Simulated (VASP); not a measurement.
# Rb (I4/mmm) in VASP: a series of runs

Runs on Rb. Level: PBEsol. Tasks: single point.

Program: VASP 6.6.1. These are calculated values, not measurements. Logs are shortened: lines on timing, memory, paths and dates and some standing lists are left out, and cuts for length are marked.

### Step 1. The cell of the first run

The structure is tetragonal, space group I4/mmm (No. 139). Conventional cell: a = 5.612 Å, b = 5.612 Å, c = 5.780 Å, α = 90.00°, β = 90.00°, γ = 90.00°.

### Step 2. Single point, PBEsol (strain +0.000 along x and y, +0.030 along z)

Input file INCAR:

```
PREC = Accurate
ENCUT = 520
EDIFF = 1E-7
ISMEAR = 0
SIGMA = 0.15
LREAL = False
LASPH = True
NELM = 80
ALGO = Fast
ISIF = 2
LWAVE = False
LCHARG = True
GGA = PS
LELF = True
LVHAR = True
NBANDS = 10
```

Input file KPOINTS:

```
regular mesh
0
Gamma
  12 12 12
```

Input file POSCAR:

```
Rb
1.0
   -2.8060000000      2.8060000000      2.8901800000
    2.8060000000     -2.8060000000      2.8901800000
    2.8060000000      2.8060000000     -2.8901800000
Rb
1
Direct
    0.0000000000      0.0000000000      0.0000000000
```

Potentials or basis: VASP PAW PBE potentials, release 64 (Rb_sv).

Command:

```sh
> cat potpaw_PBE.64/Rb_sv/POTCAR > POTCAR
> mpirun -np 1 vasp_std > vasp.out
```

OUTCAR:

```text
PREC = Accurate
   ENCUT = 520
   EDIFF = 1E-7
   ISMEAR = 0
   LREAL = False
   LASPH = True
   NELM = 80
   ISIF = 2
   GGA = PS

 ion  position               nearest neighbor table
   1  0.000  0.000  0.000-

  LATTYP: Found a body centered tetragonal cell.
 ALAT       =     5.6120000000
 C/A-ratio  =     1.0300000000

  Lattice vectors:

 A1 = (  -2.8060000000,   2.8060000000,   2.8901800000)
 A2 = (   2.8060000000,  -2.8060000000,   2.8901800000)
 A3 = (   2.8060000000,   2.8060000000,  -2.8901800000)

Analysis of symmetry for initial positions (statically):
=====================================================================
 Subroutine PRICEL returns:
 Original cell was already a primitive cell.

 Routine SETGRP: Setting up the symmetry group for a
 body centered tetragonal supercell.

 Subroutine GETGRP returns: Found 16 space group operations
 (whereof 16 operations were pure point group operations)
 out of a pool of 16 trial point group operations.

The static configuration has the point symmetry D_4h.

Analysis of symmetry for dynamics (positions and initial velocities):
=====================================================================
 Subroutine PRICEL returns:
 Original cell was already a primitive cell.

 Routine SETGRP: Setting up the symmetry group for a
 body centered tetragonal supercell.

 Subroutine GETGRP returns: Found 16 space group operations
 (whereof 16 operations were pure point group operations)
 out of a pool of 16 trial point group operations.

The dynamic configuration has the point symmetry D_4h.

 Subroutine INISYM returns: Found 16 space group operations
 (whereof 16 operations are pure point group operations),
 and found     1 'primitive' translations

----------------------------------------------------------------------------------------

                                     Primitive cell

  volume of cell :      91.0249

  direct lattice vectors                    reciprocal lattice vectors
    -2.806000000  2.806000000  2.890180000     0.000000000  0.178189594  0.172999606
     2.806000000 -2.806000000  2.890180000     0.178189594  0.000000000  0.172999606
     2.806000000  2.806000000 -2.890180000     0.178189594  0.178189594  0.000000000

  length of vectors
     4.909217090  4.909217090  4.909217090     0.248355380  0.248355380  0.251998140

  position of ions in fractional coordinates (direct lattice)
     0.000000000  0.000000000  0.000000000

  ion indices of the primitive-cell ions
   primitive index   ion index
                 1           1

----------------------------------------------------------------------------------------

 KPOINTS: regular mesh

Automatic generation of k-mesh.
 Grid dimensions read from file:
 generate k-points for:   12   12   12

 Generating k-lattice:

  Cartesian coordinates                     Fractional coordinates (reciprocal lattice)
     0.000000000  0.014849133  0.014416634     0.083333333 -0.000000000  0.000000000
     0.014849133  0.000000000  0.014416634    -0.000000000  0.083333333  0.000000000
     0.014849133  0.014849133  0.000000000     0.000000000  0.000000000  0.083333333

  Length of vectors
     0.020696282  0.020696282  0.020999845

  Shift w.r.t. Gamma in fractional coordinates (k-lattice)
     0.000000000  0.000000000  0.000000000

 Subroutine IBZKPT returns following result:
 ===========================================

 Found    163 irreducible k-points:

 Following reciprocal coordinates:
            Coordinates               Weight
  0.000000  0.000000  0.000000      1.000000
  0.083333  0.000000 -0.000000      8.000000
  0.166667  0.000000 -0.000000      8.000000
  0.250000  0.000000 -0.000000      8.000000
  0.333333 -0.000000  0.000000      8.000000
  0.416667  0.000000 -0.000000      8.000000
[... 16 lines left out ...]
  0.500000  0.166667 -0.000000     16.000000
 -0.416667  0.166667  0.000000     16.000000
 [... further k-points ...]
   k-points           NKPTS =    163   k-points in BZ     NKDIM =    163   number of bands    NBANDS=     10
   number of dos      NEDOS =    301   number of ions     NIONS =      1
   total plane-waves  NPLWV =  64000
   dimension x,y,z NGX =    40 NGY =   40 NGZ =   40
   dimension x,y,z NGXF=    80 NGYF=   80 NGZF=   80
   ions per type =               1
   NGX,Y,Z   is equivalent  to a cutoff of  13.55, 13.55, 13.55 a.u.
   NGXF,Y,Z  is equivalent  to a cutoff of  27.09, 27.09, 27.09 a.u.
 SYSTEM =  unknown system
   PREC   = accura    normal or accurate (medium, high low for compatibility)
   ISTART =      0    job   : 0-new  1-cont  2-samecut
   ICHARG =      2    charge: 1-file 2-atom 10-const
   ISPIN  =      1    spin polarized calculation?
   LNONCOLLINEAR =      F non collinear calculations
   LSORBIT =      F    spin-orbit coupling
   LASPH  =      T    aspherical Exc in radial PAW
   ENCUT  =  520.0 eV  38.22 Ry    6.18 a.u.   9.13  9.13  9.13*2*pi/ulx,y,z
   NELM   =     80;   NELMIN=  2; NELMDL= -5     # of ELM steps
   EDIFF  = 0.1E-06   stopping-criterion for ELM
   LREAL  =      F    real-space projection
   EDIFFG = 0.1E-05   stopping-criterion for IOM
   NSW    =      0    number of steps for IOM
   IBRION =     -1    ionic relax: 0-MD 1-quasi-New 2-CG
   NFREE  =      0    steps in history (QN), initial steepest desc. (CG)
   ISIF   =      2    stress and relaxation
   ISYM   =      2    0-nonsym 1-usesym 2-fastsym
   POTIM  = 0.5000    time-step for ionic-motion
   TEBEG  =    0.0;   TEEND  =   0.0 temperature during run
   PSTRESS=    0.0 pullay stress
   NELECT =       9.0000    total number of electrons
   NUPDOWN=      -1.0000    fix difference up-down
   EMIN   =  10.00;   EMAX   =-10.00  energy-range for DOS
   EFERMI =   0.00;   METHOD = LEGACY
   ISMEAR =     0;   SIGMA  =   0.15  broadening in eV -4-tet -1-fermi 0-gaus
   EFERMI_NEDOS =   21; number of points for ismear=-14 and -15
   IALGO  =     68    algorithm
   IMIX   =      4    mixing-type and parameters
     AMIX     =   0.40;   BMIX     =  1.00
     AMIX_MAG =   1.60;   BMIX_MAG =  1.00
  volume/ion in A,a.u.               =      91.02       614.27
  Fermi-wavevector in a.u.,A,eV,Ry     =   0.757011  1.430544  7.797034  0.573066
  Thomas-Fermi vector in A             =   1.855261
   LORBIT       =      0    0 simple, 1 ext, 2 COOP (PROOUT), +10 PAW based schemes
   GGA     = PS    functional components
   LHFCALC =     F    Hartree Fock is set to
   AEXX    =    0.0000 exact exchange contribution
   IVDW    =     0    specifies the selected vdW correction
   LEPSILON=     F    determine dielectric tensor
   LRPA    =     F    only Hartree local field effects (RPA)
 non-spin polarized calculation
 RMM-DIIS sequential band-by-band and
 Gauss-broadening in eV      SIGMA  =   0.15
  energy-cutoff  :      520.00
  volume of cell :       91.02
 maximum number of plane-waves:      2482
 NGX is ok and might be reduce to    40
   NGX = 19   NGY = 19   NGZ = 19

 number of electron       9.0000000 magnetization

 Free energy of the ion-electron system (eV)
  ---------------------------------------------------
  ext. energy  EPLUGINS =         0.00000000
  ---------------------------------------------------
  free energy    TOTEN  =        -1.02709939 eV

  energy without entropy =       -1.01590405  energy(sigma->0) =       -1.02150172

 E-fermi :  -0.0598     XC(G=0):  -5.5201

 val. band max:       -0.0597759781   @ k =   0.3333   0.1667   0.0000
 cond. band min:      -0.0585332002   @ k =   0.5000   0.2500  -0.0000
 fundamental gap:      0.0012427779
 Fermi energy:        -0.0597567171

 k-point     1 :       0.0000    0.0000    0.0000
  band No.  band energies     occupation
      1     -28.9114      2.00000
      2     -12.9583      2.00000
      3     -12.9583      2.00000
      4     -12.9582      2.00000
      5      -2.0283      2.00000
      6       3.5805      0.00000
      7       3.5805      0.00000
      8       3.7276      0.00000
      9       4.4682      0.00000
     10       4.6751      0.00000

 k-point     2 :       0.0833    0.0000   -0.0000
  band No.  band energies     occupation
      1     -28.9111      2.00000
      2     -12.9649      2.00000
      3     -12.9604      2.00000
      4     -12.9582      2.00000
      5      -1.9470      2.00000
      6       3.4579      0.00000
      7       3.5200      0.00000
      8       3.7506      0.00000
      9       4.3207      0.00000
     10       4.6089      0.00000

 k-point     3 :       0.1667    0.0000   -0.0000
  band No.  band energies     occupation
      1     -28.9103      2.00000
      2     -12.9829      2.00000
      3     -12.9662      2.00000
      4     -12.9581      2.00000
      5      -1.7079      2.00000
      6       3.0044      0.00000
      7       3.2804      0.00000
      8       3.9578      0.00000
      9       4.2493      0.00000
     10       4.5328      0.00000

 k-point     4 :       0.2500    0.0000   -0.0000
  band No.  band energies     occupation
      1     -28.9093      2.00000
      2     -13.0072      2.00000
      3     -12.9740      2.00000
      4     -12.9580      2.00000
      5      -1.3265      2.00000
      6       2.3867      0.00000
      7       3.0061      0.00000
      8       4.3213      0.00000
      9       4.3327      0.00000
     10       4.5203      0.00000
[... 222 lines left out ...]
 k-point    22 :       0.4167    0.1667   -0.0000
  band No.  band energies     occupation
      1     -28.9070      2.00000
      2     -13.0463      2.00000
      3     -12.9983      2.00000
      4     -12.9656      2.00000
      5       0.4272      0.00000
      6       0.7796      0.00000
      7       2.1866      0.00000
      8       3.8955      0.00000
      9       4.9949      0.00000
     10       5.0604      0.00000

 k-point    23 :       0.5000    0.1667   -0.0000
  band No.  band energies     occupation
      1     -28.9072      2.00000
      2     -13.0427      2.00000
      3     -12.9949      2.00000
      4     -12.9658      2.00000
      5      -0.0254      0.74622
      6       1.2234      0.00000
      7       2.2430      0.00000
      8       3.9974      0.00000
      9       4.7074      0.00000
     10       5.2398      0.00000

 k-point    24 :      -0.4167    0.1667    0.0000
  band No.  band energies     occupation
      1     -28.9078      2.00000
      2     -13.0319      2.00000
      3     -12.9863      2.00000
      4     -12.9656      2.00000
      5      -0.5945      2.00000
      6       1.7846      0.00000
      7       2.3945      0.00000
      8       4.1642      0.00000
      9       4.5070      0.00000
     10       5.1148      0.00000

 [... further k-points ...]

------------------------ aborting loop because EDIFF is reached ----------------------------------------

  FORCE on cell =-STRESS in cart. coord.  units (eV):
  Direction    XX          YY          ZZ          XY          YZ          ZX
  --------------------------------------------------------------------------------------
  -------------------------------------------------------------------------------------
  Total       -0.0769867     -0.0769867     -0.0798816      0.0000000      0.0000000      0.0000000
  in kB       -1.3550841     -1.3550841     -1.4060374      0.0000000      0.0000000      0.0000000
  external PRESSURE =      -1.3720685 kB  Pullay stress =       0.0000000 kB

 VOLUME and BASIS-vectors are now :
 -----------------------------------------------------------------------------
  energy-cutoff  :      520.00
  volume of cell :       91.02
      direct lattice vectors                 reciprocal lattice vectors
    -2.806000000  2.806000000  2.890180000     0.000000000  0.178189594  0.172999606
     2.806000000 -2.806000000  2.890180000     0.178189594  0.000000000  0.172999606
     2.806000000  2.806000000 -2.890180000     0.178189594  0.178189594  0.000000000

 POSITION                                       TOTAL-FORCE (eV/Angst)
 -----------------------------------------------------------------------------------
      0.00000      0.00000      0.00000        -0.000000     -0.000000      0.000000
 -----------------------------------------------------------------------------------
    total drift:                               -0.000000      0.000000     -0.000000

  FREE ENERGIE OF THE ION-ELECTRON SYSTEM (eV)
  ---------------------------------------------------
  free  energy   TOTEN  =        -1.0270993922 eV

  energy  without entropy=       -1.0159040550  energy(sigma->0) =       -1.02150172
```

Run time: 2.4 min. Hardware: 1 thread of Intel Xeon Platinum 8488C (Sapphire Rapids), shared host; peak memory 0.32 GiB.

Results:

| Item | Value |
| --- | --- |
| Free energy | -1.0271 eV |
| Pressure | -0.1 GPa |
| Band gap on the k mesh | zero (an odd number of electrons rules out a gap without spin polarisation) |

Levels at points of the mesh, in eV from the Fermi level:
| k point | band 3 | band 4 | band 5 | band 6 | band 7 | band 8 |
| --- | --- | --- | --- | --- | --- | --- |
| (0.00, 0.00, 0.00) | -12.90 | -12.90 | -1.97 | 3.64 | 3.64 | 3.79 |
| (0.50, 0.00, 0.00) | -12.93 | -12.90 | 0.23 | 0.76 | 2.65 | 4.22 |
| (0.50, 0.50, 0.00) | -12.93 | -12.90 | 0.28 | 0.83 | 2.49 | 4.33 |
| (0.50, 0.50, 0.50) | -12.97 | -12.97 | 1.23 | 1.31 | 3.06 | 3.34 |

Caveat: the cell differs from its parent crystal (strain +0.000 along x and y, +0.030 along z); the PAW data sets were made with another functional, which shifts forces and pressure a little.

(Part 1 of 2 ends here.)
